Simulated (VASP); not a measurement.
Input of a VASP 6.6.1 run:

File INCAR:

```
SYSTEM = Ge
ALGO     = Normal         ! electronic algorithm
EDIFF    = 1E-6           ! SCF threshold, eV
ENCUT    = 500            ! plane-wave cutoff, eV
GGA      = CA             ! functional
GGA_COMPAT= .False.      
ISIF     = 2              ! what is computed and relaxed
ISMEAR   = -1             ! smearing method
LASPH    = .True.         ! aspherical terms in the spheres
LCHARG   = .False.        ! write CHGCAR
LREAL    = .False.        ! projectors in reciprocal space
LWAVE    = .False.        ! write WAVECAR
NBANDS   = 36             ! bands
NELM     = 120            ! most SCF steps
PREC     = Accurate       ! precision mode
SIGMA    = 0.15           ! smearing width, eV
```

KPOINTS

```
k-points
0
Gamma
  12 12 8
  0 0 0
```

File POSCAR:

```
Ge
1.0
    3.9584114179      0.0000000000      0.0000000000
   -1.9792057090      3.4280848465      0.0000000000
    0.0000000000      0.0000000000      6.5370177399
Ge
4
Direct
    0.6666666667      0.3333333333      0.0630496322
    0.3333333333      0.6666666667      0.5630496322
    0.6666666667      0.3333333333      0.4369503678
    0.3333333333      0.6666666667      0.9369503678
```

Potentials or basis: VASP PAW LDA potentials, release 64 (Ge_d).

The run is started by

```sh
$ cat potpaw_LDA.64/Ge_d/POTCAR > POTCAR
$ mpirun -np 1 vasp_std > vasp.out
```

Problem. Predict the band gap on the k mesh.

Solution. Zero (bands 28 and 29 overlap by 0.07 eV).

Problem. Predict the pressure.

Solution. 0.1 GPa.

Caveat: semilocal functionals underestimate gaps, and a narrow one can read as zero.
